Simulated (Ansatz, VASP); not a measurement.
**Sc3Te in VASP and in Ansatz**

```
CELL_PARAMETERS angstrom
0.00000 3.54554 3.54554
3.54554 0.00000 3.54554
3.54554 3.54554 0.00000
ATOMIC_POSITIONS crystal
Sc 0.25000 0.25000 0.25000
Sc 0.75000 0.75000 0.75000
Sc 0.50000 0.50000 0.50000
Te 0.00000 0.00000 0.00000
```

Alike in both runs: task single point; functional PBE; k mesh 7 × 7 × 7; occupations fermi-dirac, width 0.05 eV; no spin polarisation.

|  | VASP | Ansatz |
| --- | --- | --- |
| version | VASP 6.6.1 | Ansatz 0.2.0 |
| potentials or method | VASP PAW PBE potentials, release 64 (Sc_sv, Te) | Ansatz PAW |
| plane-wave cutoff (eV) | 500 | 420 |
| valence electrons in the cell | 39 | 49 |

|  | VASP | Ansatz | Ansatz less VASP |
| --- | --- | --- | --- |
| gap on the k mesh at the Fermi level (eV) | none | none | - |
| pressure (GPa) | 1.2 | 1.1 | -0.06 |

A gap of «none» marks a metal or a gap that the smearing closes. VASP's potentials hold 39 valence electrons a cell and Ansatz's 49, so a difference there can come from the potentials and not from the codes.

Neither program's run includes spin-orbit coupling.
